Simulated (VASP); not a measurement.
# BN (P6_3/mmc) in VASP: notebook

BN is run at these levels: PBE; tasks: single point.

All numbers are computed with VASP 6.6.1; they aren't measurements. Logs are shortened: lines on timing, memory, paths and dates and some standing lists are left out, and cuts for length are marked.

## 1. The cell of the first run

It takes space group P6_3/mmc (No. 194, hexagonal). Conventional cell: a = 2.643 Å, b = 2.643 Å, c = 5.977 Å, α = 90.00°, β = 90.00°, γ = 120.00°. B (site symmetry -6m2) has 3 N at 1.53 Å within 2.0 Å. N (site symmetry -6m2) has 3 B at 1.53 Å within 2.0 Å.

## 2. Single point, PBE

File INCAR:

```
PREC     = Accurate       # precision mode
ENCUT    = 520            # plane-wave cutoff, eV
EDIFF    = 1E-6           # SCF threshold, eV
ISMEAR   = 0              # smearing method
SIGMA    = 0.05           # smearing width, eV
LREAL    = F              # projectors in reciprocal space
LASPH    = T              # aspherical terms in the spheres
NELM     = 80             # most SCF steps
ALGO     = Normal         # electronic algorithm
ISIF     = 2              # what is computed and relaxed
LWAVE    = F              # write WAVECAR
LCHARG   = F              # write CHGCAR
GGA      = PE             # functional
NBANDS   = 16             # bands
```

File KPOINTS:

```
Automatic mesh
0
Gamma
  12 12 4
```

File POSCAR:

```
BN
1.0
    2.6433818912      0.0000000000      0.0000000000
   -1.3216909456      2.2892358697      0.0000000000
    0.0000000000      0.0000000000      5.9772087543
B N
2 2
Direct
    0.3333333333      0.6666666667      0.2500000000
    0.6666666667      0.3333333333      0.7500000000
    0.3333333333      0.6666666667      0.7500000000
    0.6666666667      0.3333333333      0.2500000000
```

Potentials or basis: VASP PAW PBE potentials, release 64 (B, N).

Run with:

```
> cat potpaw_PBE.64/B/POTCAR potpaw_PBE.64/N/POTCAR > POTCAR
> mpirun -np 1 vasp_std > vasp.out
```

OUTCAR:

```text
PREC = Accurate
   ENCUT = 520
   EDIFF = 1E-6
   ISMEAR = 0
   LREAL = F
   LASPH = T
   NELM = 80
   ISIF = 2
   GGA = PE

 ion  position               nearest neighbor table
   1  0.333  0.667  0.250-   4 1.53   4 1.53   4 1.53
   2  0.667  0.333  0.750-   3 1.53   3 1.53   3 1.53
   3  0.333  0.667  0.750-   2 1.53   2 1.53   2 1.53
   4  0.667  0.333  0.250-   1 1.53   1 1.53   1 1.53

  LATTYP: Found a hexagonal cell.
 ALAT       =     2.6433818912
 C/A-ratio  =     2.2611975872

  Lattice vectors:

 A1 = (   2.6433818912,   0.0000000000,   0.0000000000)
 A2 = (  -1.3216909456,   2.2892358697,   0.0000000000)
 A3 = (   0.0000000000,   0.0000000000,   5.9772087543)

Analysis of symmetry for initial positions (statically):
=====================================================================
 Subroutine PRICEL returns:
 Original cell was already a primitive cell.

 Routine SETGRP: Setting up the symmetry group for a
 hexagonal supercell.

 Subroutine GETGRP returns: Found 24 space group operations
 (whereof 12 operations were pure point group operations)
 out of a pool of 24 trial point group operations.

The static configuration has the point symmetry D_3d.
 The point group associated with its full space group is D_6h.

Analysis of symmetry for dynamics (positions and initial velocities):
=====================================================================
 Subroutine PRICEL returns:
 Original cell was already a primitive cell.

 Routine SETGRP: Setting up the symmetry group for a
 hexagonal supercell.

 Subroutine GETGRP returns: Found 24 space group operations
 (whereof 12 operations were pure point group operations)
 out of a pool of 24 trial point group operations.

The dynamic configuration has the point symmetry D_3d.
 The point group associated with its full space group is D_6h.

 Subroutine INISYM returns: Found 24 space group operations
 (whereof 12 operations are pure point group operations),
 and found     1 'primitive' translations

----------------------------------------------------------------------------------------

                                     Primitive cell

  volume of cell :      36.1700

  direct lattice vectors                    reciprocal lattice vectors
     2.643381891  0.000000000  0.000000000     0.378303265  0.218413492  0.000000000
    -1.321690946  2.289235870  0.000000000     0.000000000  0.436826984  0.000000000
     0.000000000  0.000000000  5.977208754     0.000000000  0.000000000  0.167302171

  length of vectors
     2.643381891  2.643381891  5.977208754     0.436826984  0.436826984  0.167302171

  position of ions in fractional coordinates (direct lattice)
     0.333333333  0.666666667  0.250000000
     0.666666667  0.333333333  0.750000000
     0.333333333  0.666666667  0.750000000
     0.666666667  0.333333333  0.250000000

  ion indices of the primitive-cell ions
   primitive index   ion index
                 1           1
                 2           2
                 3           3
                 4           4

----------------------------------------------------------------------------------------

 KPOINTS: Automatic mesh

Automatic generation of k-mesh.
 Grid dimensions read from file:
 generate k-points for:   12   12    4

 Generating k-lattice:

  Cartesian coordinates                     Fractional coordinates (reciprocal lattice)
     0.031525272  0.018201124  0.000000000     0.083333333  0.000000000  0.000000000
     0.000000000  0.036402249  0.000000000     0.000000000  0.083333333  0.000000000
     0.000000000  0.000000000  0.041825543     0.000000000  0.000000000  0.250000000

  Length of vectors
     0.036402249  0.036402249  0.041825543

  Shift w.r.t. Gamma in fractional coordinates (k-lattice)
     0.000000000  0.000000000  0.000000000

 Subroutine IBZKPT returns following result:
 ===========================================

 Found     57 irreducible k-points:

 Following reciprocal coordinates:
            Coordinates               Weight
  0.000000  0.000000  0.000000      1.000000
  0.083333  0.000000  0.000000      6.000000
  0.166667  0.000000  0.000000      6.000000
  0.250000  0.000000  0.000000      6.000000
  0.333333  0.000000  0.000000      6.000000
  0.416667  0.000000  0.000000      6.000000
[... 16 lines left out ...]
  0.250000  0.000000  0.250000     12.000000
  0.333333  0.000000  0.250000     12.000000
 [... further k-points ...]
   k-points           NKPTS =     57   k-points in BZ     NKDIM =     57   number of bands    NBANDS=     16
   number of dos      NEDOS =    301   number of ions     NIONS =      4
   total plane-waves  NPLWV =  19200
   dimension x,y,z NGX =    20 NGY =   20 NGZ =   48
   dimension x,y,z NGXF=    40 NGYF=   40 NGZF=   96
   ions per type =               2   2
   NGX,Y,Z   is equivalent  to a cutoff of  12.58, 12.58, 13.35 a.u.
   NGXF,Y,Z  is equivalent  to a cutoff of  25.16, 25.16, 26.70 a.u.
 SYSTEM =  unknown system
   PREC   = accura    normal or accurate (medium, high low for compatibility)
   ISTART =      0    job   : 0-new  1-cont  2-samecut
   ICHARG =      2    charge: 1-file 2-atom 10-const
   ISPIN  =      1    spin polarized calculation?
   LNONCOLLINEAR =      F non collinear calculations
   LSORBIT =      F    spin-orbit coupling
   LASPH  =      T    aspherical Exc in radial PAW
   ENCUT  =  520.0 eV  38.22 Ry    6.18 a.u.   4.91  4.91 11.11*2*pi/ulx,y,z
   NELM   =     80;   NELMIN=  2; NELMDL= -5     # of ELM steps
   EDIFF  = 0.1E-05   stopping-criterion for ELM
   LREAL  =      F    real-space projection
   EDIFFG = 0.1E-04   stopping-criterion for IOM
   NSW    =      0    number of steps for IOM
   IBRION =     -1    ionic relax: 0-MD 1-quasi-New 2-CG
   NFREE  =      0    steps in history (QN), initial steepest desc. (CG)
   ISIF   =      2    stress and relaxation
   ISYM   =      2    0-nonsym 1-usesym 2-fastsym
   POTIM  = 0.5000    time-step for ionic-motion
   TEBEG  =    0.0;   TEEND  =   0.0 temperature during run
   PSTRESS=    0.0 pullay stress
   NELECT =      16.0000    total number of electrons
   NUPDOWN=      -1.0000    fix difference up-down
   EMIN   =  10.00;   EMAX   =-10.00  energy-range for DOS
   EFERMI =   0.00;   METHOD = LEGACY
   ISMEAR =     0;   SIGMA  =   0.05  broadening in eV -4-tet -1-fermi 0-gaus
   EFERMI_NEDOS =   21; number of points for ismear=-14 and -15
   IALGO  =     38    algorithm
   IMIX   =      4    mixing-type and parameters
     AMIX     =   0.40;   BMIX     =  1.00
     AMIX_MAG =   1.60;   BMIX_MAG =  1.00
  volume/ion in A,a.u.               =       9.04        61.02
  Fermi-wavevector in a.u.,A,eV,Ry     =   1.247379  2.357205 21.170055  1.555955
  Thomas-Fermi vector in A             =   2.381514
   LORBIT       =      0    0 simple, 1 ext, 2 COOP (PROOUT), +10 PAW based schemes
   GGA     = PE    functional components
   LHFCALC =     F    Hartree Fock is set to
   AEXX    =    0.0000 exact exchange contribution
   IVDW    =     0    specifies the selected vdW correction
   LEPSILON=     F    determine dielectric tensor
   LRPA    =     F    only Hartree local field effects (RPA)
 non-spin polarized calculation
 Gauss-broadening in eV      SIGMA  =   0.05
  energy-cutoff  :      520.00
  volume of cell :       36.17
 maximum number of plane-waves:       999
 NGX is ok and might be reduce to    20

 number of electron      16.0000001 magnetization

 Free energy of the ion-electron system (eV)
  ---------------------------------------------------
  ext. energy  EPLUGINS =         0.00000000
  ---------------------------------------------------
  free energy    TOTEN  =       -34.47950223 eV

  energy without entropy =      -34.47950223  energy(sigma->0) =      -34.47950223

 E-fermi :   2.7711     XC(G=0): -10.3962

 val. band max:        2.5494792527   @ k =   0.3333   0.2500   0.0000
 cond. band min:       6.4051655354   @ k =   0.5000   0.0000   0.2500
 fundamental gap:      3.8556862827
 Fermi energy:         2.7710713942

 k-point     1 :       0.0000    0.0000    0.0000
  band No.  band energies     occupation
      1     -14.5871      2.00000
      2     -13.9376      2.00000
      3      -3.5461      2.00000
      4      -0.0077      2.00000
      5       0.9407      2.00000
      6       0.9407      2.00000
[... 8 lines left out ...]
     15      12.9171      0.00000
     16      13.6027      0.00000

 k-point     2 :       0.0833    0.0000    0.0000
  band No.  band energies     occupation
      1     -14.4648      2.00000
      2     -13.8243      2.00000
      3      -3.3810      2.00000
      4       0.1271      2.00000
      5       0.4087      2.00000
      6       0.5418      2.00000
[... 8 lines left out ...]
     15      13.1532      0.00000
     16      13.4150      0.00000

 k-point     3 :       0.1667    0.0000    0.0000
  band No.  band energies     occupation
      1     -14.1051      2.00000
      2     -13.4925      2.00000
      3      -2.8916      2.00000
      4      -0.9175      2.00000
      5      -0.7567      2.00000
      6       0.1701      2.00000
[... 8 lines left out ...]
     15      14.4904      0.00000
     16      14.7691      0.00000

 k-point     4 :       0.2500    0.0000    0.0000
  band No.  band energies     occupation
      1     -13.5343      2.00000
      2     -12.9727      2.00000
      3      -2.5665      2.00000
      4      -2.3608      2.00000
      5      -2.1002      2.00000
      6      -0.4654      2.00000
[... 8 lines left out ...]
     15      16.4327      0.00000
     16      16.6758      0.00000
[... 324 lines left out ...]
 k-point    22 :       0.1667    0.0000    0.2500
  band No.  band energies     occupation
      1     -14.0242      2.00000
      2     -13.5922      2.00000
      3      -2.5004      2.00000
      4      -0.8803      2.00000
      5      -0.8317      2.00000
      6      -0.0639      2.00000
[... 8 lines left out ...]
     15      14.5278      0.00000
     16      14.7247      0.00000

 k-point    23 :       0.2500    0.0000    0.2500
  band No.  band energies     occupation
      1     -13.4593      2.00000
      2     -13.0631      2.00000
      3      -2.5841      2.00000
      4      -2.4105      2.00000
      5      -1.6569      2.00000
      6      -0.4394      2.00000
[... 8 lines left out ...]
     15      16.4633      0.00000
     16      16.6346      0.00000

 k-point    24 :       0.3333    0.0000    0.2500
  band No.  band energies     occupation
      1     -12.7510      2.00000
      2     -12.4153      2.00000
      3      -4.1520      2.00000
      4      -3.9801      2.00000
      5      -0.9851      2.00000
      6      -0.8473      2.00000
[... 8 lines left out ...]
     15      18.4005      0.00000
     16      18.5917      0.00000

 [... further k-points ...]
[... 5 lines left out ...]
  --------------------------------------------------------------------------------------
  -------------------------------------------------------------------------------------
  Total      -10.6191727    -10.6191727      1.5476487      0.0000000      0.0000000      0.0000000
  in kB     -470.3838348   -470.3838348     68.5542036      0.0000000      0.0000000      0.0000000
  external PRESSURE =    -290.7378220 kB  Pullay stress =       0.0000000 kB

 VOLUME and BASIS-vectors are now :
 -----------------------------------------------------------------------------
  energy-cutoff  :      520.00
  volume of cell :       36.17
      direct lattice vectors                 reciprocal lattice vectors
     2.643381891  0.000000000  0.000000000     0.378303265  0.218413492  0.000000000
    -1.321690946  2.289235870  0.000000000     0.000000000  0.436826984  0.000000000
     0.000000000  0.000000000  5.977208754     0.000000000  0.000000000  0.167302171

 POSITION                                       TOTAL-FORCE (eV/Angst)
 -----------------------------------------------------------------------------------
     -0.00000      1.52616      1.49430        -0.000000      0.000000     -0.000000
      1.32169      0.76308      4.48291         0.000000      0.000000      0.000000
     -0.00000      1.52616      4.48291         0.000000      0.000000      0.000000
      1.32169      0.76308      1.49430         0.000000      0.000000      0.000000
 -----------------------------------------------------------------------------------
    total drift:                               -0.000000      0.000000      0.000000

  FREE ENERGIE OF THE ION-ELECTRON SYSTEM (eV)
  ---------------------------------------------------
  free  energy   TOTEN  =       -34.4795022262 eV

  energy  without entropy=      -34.4795022262  energy(sigma->0) =      -34.47950223
```

Run time: 13 s. Hardware: 1 thread of Intel Xeon 6975P-C, shared host; peak memory 0.16 GiB.

What came out:

| Quantity | Value |
| --- | --- |
| Free energy | -34.4795 eV |
| Pressure | -29.1 GPa |
| Band gap on the k mesh | 3.86 eV, indirect (least direct gap 4.02 eV) |

Caveat: this functional lacks dispersion, which binds the layers, so the pressure and a relaxed spacing across them are unreliable. A k mesh can miss the band edges.

## 3. Single point, PBE

This run uses another cell than the first one, of the same volume but with other edges.

File INCAR:

```
SYSTEM = BN
ALGO = Normal ; EDIFF = 1E-7
ENCUT = 520 ; GGA = PE
ISIF = 2 ; ISMEAR = 0
LASPH = .True. ; LCHARG = .True.
LELF = .True. ; LREAL = .False.
LVHAR = .True. ; LWAVE = .False.
NBANDS = 16 ; NELM = 80
PREC = Accurate ; SIGMA = 0.05
```

File KPOINTS:

```
k-points
0
Gamma
  12 12 4
  0 0 0
```

File POSCAR:

```
BN
1.0
    2.3563464098      0.0000000000      0.0000000000
   -1.1781732049      2.0406558510      0.0000000000
    0.0000000000      0.0000000000      7.5221150347
B N
2 2
Direct
    0.3333333333      0.6666666667      0.2500000000
    0.6666666667      0.3333333333      0.7500000000
    0.3333333333      0.6666666667      0.7500000000
    0.6666666667      0.3333333333      0.2500000000
```

Potentials or basis: VASP PAW PBE potentials, release 64 (B, N).

Run with:

```
> cat potpaw_PBE.64/B/POTCAR potpaw_PBE.64/N/POTCAR > POTCAR
> mpirun -np 1 vasp_std > vasp.out
```

Run time: 19 s. Hardware: 1 thread of Intel Xeon 6975P-C, shared host; peak memory 0.16 GiB.

The run converged. Its results:

| Quantity | Value |
| --- | --- |
| Free energy | -34.0978 eV |
| Pressure | 53.1 GPa |
| Band gap on the k mesh | 4.47 eV, indirect (least direct gap 5.13 eV) |

Stress tensor (GPa, compression positive):
```
79.48  0.00  0.00
 0.00 79.48  0.00
 0.00  0.00  0.41
```

Levels at points of the mesh, in eV from the valence-band top:
| k point | band 6 | band 7 | band 8 | band 9 | band 10 | band 11 |
| --- | --- | --- | --- | --- | --- | --- |
| (0.00, 0.00, 0.00) | -1.08 | -1.08 | -1.08 | 4.47 | 8.83 | 12.95 |
| (0.50, 0.00, 0.00) | -4.40 | -1.32 | -0.89 | 4.78 | 5.57 | 11.09 |
| (0.00, 0.00, 0.50) | -1.08 | -1.08 | -1.08 | 6.23 | 6.23 | 13.19 |
| (0.50, 0.00, 0.50) | -4.40 | -1.11 | -1.11 | 5.10 | 5.10 | 11.71 |

Caveat: this functional lacks dispersion, which binds the layers, so the pressure and a relaxed spacing across them are unreliable. A k mesh can miss the band edges.
